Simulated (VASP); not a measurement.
Set up this calculation in VASP 6.6.1, as the native input.

```yaml
Task: single point
Functional: PBE
Potentials_or_basis: VASP PAW PBE potentials, release 64 (B, Sb, P)
Cutoff: 520 eV
k_mesh: 6 × 6 × 4
Occupations: gaussian, width 0.1 eV
Spin: no spin polarisation
Dipole_correction: no
Further_INCAR_settings: ALGO = Normal; EDIFF = 1e-06; NBANDS = 22
```

The structure of B2SbP3 lies in POSCAR:

```
B2SbP3
1.0
    4.3509246503      0.0000000000      0.0000000000
   -2.1754623251      3.7680112771      0.0000000000
    0.0000000000      0.0000000000      5.7275819719
B Sb P
2 1 3
Direct
    0.3333333333      0.6666666667      0.5827217247
    0.6666666667      0.3333333333      0.5827217247
    0.0000000000      0.0000000000      0.4665888472
    0.3333333333      0.6666666667      0.9230715682
    0.6666666667      0.3333333333      0.9230715682
    0.0000000000      0.0000000000     -0.0086228930
```

One way to write it, as run:

INCAR

```
PREC = Accurate
ENCUT = 520
EDIFF = 1E-6
ISMEAR = 0
SIGMA = 0.1
LREAL = False
LASPH = True
NELM = 100
ALGO = Normal
ISIF = 2
LWAVE = False
LCHARG = False
GGA = PE
NBANDS = 22
```

KPOINTS

```
Automatic mesh
0
Gamma
  6 6 4
```

Potentials or basis: VASP PAW PBE potentials, release 64 (B, Sb, P).

Run with:

```bash
$ cat potpaw_PBE.64/B/POTCAR potpaw_PBE.64/Sb/POTCAR potpaw_PBE.64/P/POTCAR > POTCAR
$ mpirun -np 1 vasp_std > vasp.out
```

Results of the run:

The pressure is -0.2 GPa and the largest force is 0.021 eV/Å. The band gap on the k mesh is zero (band 13 reaches 8.96 eV, above the bottom of band 14 at 6.32 eV).

Caveat: spin-orbit coupling is left out, which moves the levels of the heavy elements.

Wall time 25 s on 1 thread of AMD EPYC 9R45 96-Core Processor (Zen 5), with other jobs on the host, peak memory 0.19 GiB.
